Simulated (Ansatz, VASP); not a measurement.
## Two plane-wave programs on CaBi3

```
Ca Bi
1.0
     4.97206    0.00000    0.00000
     0.00000    4.97206    0.00000
     0.00000    0.00000    4.97206
Ca Bi
1 3
Direct
  0.50000 0.50000 0.50000
  0.50000 0.00000 0.00000
  0.00000 0.50000 0.00000
  0.00000 0.00000 0.50000
```

Alike in both runs: task single point; functional LDA; k mesh 5 × 5 × 5; occupations fermi-dirac, width 0.15 eV; no spin polarisation.

```csv
,VASP,Ansatz
version,VASP 6.6.1,Ansatz 0.2.0
potentials or method,"VASP PAW LDA potentials, release 64 (Ca_sv, Bi_d), cutoff 520 eV","plane waves, PAW"
valence electrons in the cell,55,55
```

|  | VASP | Ansatz | Ansatz less VASP |
| --- | --- | --- | --- |
| pressure (GPa) | -3.1 | -3.1 | -0.05 |

Ansatz warns that its potentials were made for another functional, while VASP's fit it. LDA's correlation is that of Perdew and Zunger in VASP and of Perdew and Wang (1992) in Ansatz.

Spin-orbit coupling is off throughout.
